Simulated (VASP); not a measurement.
Write the native input for VASP 6.6.1 that does the following.

```
Task                   : relaxation of cell and atoms
Functional             : r2SCAN
Potentials or basis    : VASP PAW PBE potentials, release 64 (Sr_sv, O)
Cutoff                 : 600 eV
k mesh                 : 12 × 12 × 12
Occupations            : fermi-dirac, width 0.1 eV
Spin                   : no spin polarisation
Dipole correction      : no
Further INCAR settings : ALGO = Normal; EDIFF = 1e-06; IBRION = 2; EDIFFG = -0.002; NSW = 100; ISIF = 3
```

Crystal: SrO.

```xyz
2
Lattice="2.5663 2.5663 0.0000 -2.5663 2.5663 0.0000 0.0000 2.5663 2.5663" Properties=species:S:1:pos:R:3 pbc="T T T"
Sr    0.0000    2.5663    0.0000
O     0.0000    0.0000    0.0000
```

The input as run:

POSCAR

```
SrO
1.0
    2.5663000000      2.5663000000      0.0000000000
   -2.5663000000      2.5663000000      0.0000000000
    0.0000000000      2.5663000000      2.5663000000
Sr O
1 1
Direct
    0.5000000000      0.5000000000      0.0000000000
    0.0000000000      0.0000000000      0.0000000000
```

INCAR.step1

```
PREC = Accurate
ENCUT = 600
ISMEAR = -1
SIGMA = 0.1
LREAL = False
LASPH = True
NELM = 100
GGA = PE
ALGO = Normal
EDIFF = 1E-4
LWAVE = True
LCHARG = False
```

INCAR.step2

```
PREC = Accurate
ENCUT = 600
EDIFF = 1E-6
ISMEAR = -1
SIGMA = 0.1
LREAL = False
LASPH = True
NELM = 100
ALGO = Normal
ISIF = 3
LWAVE = False
LCHARG = False
METAGGA = R2SCAN
LMIXTAU = True
IBRION = 2
NSW = 100
EDIFFG = -0.002
ISTART = 1
```

KPOINTS

```
regular mesh
0
Gamma
  12 12 12
```

Potentials or basis: VASP PAW PBE potentials, release 64 (Sr_sv, O).

Run with:

```bash
$ cat potpaw_PBE.64/Sr_sv/POTCAR potpaw_PBE.64/O/POTCAR > POTCAR
$ cp INCAR.step1 INCAR
$ mpirun -np 1 vasp_std > vasp.out
$ cp INCAR.step2 INCAR
$ mpirun -np 1 vasp_std > vasp.out
```

Results of the run:

```yaml
Relaxed_volume: 17.25 Å³/atom
Relaxed_cell: a = 3.654 Å, b = 3.654 Å, c = 3.654 Å, α = 60.00°, β = 60.00°, γ = 90.00°
Space_group_after_relaxing_to_0.05_Å: Fm-3m (No. 225)
Energy_gained_by_relaxing: 2.2 meV/atom
Ionic_steps: 3
Pressure_after_relaxing: 0.0 GPa
Band_gap_on_the_k_mesh: 3.75 eV, indirect (least direct gap 3.85 eV)
```

Caveat: the PAW data sets were made with another functional, which shifts forces and pressure a little.

Run time: 6.9 min on 1 thread of AMD EPYC 7R43 64-Core Processor (Zen 3), with other jobs on the host, peak memory 0.17 GiB.
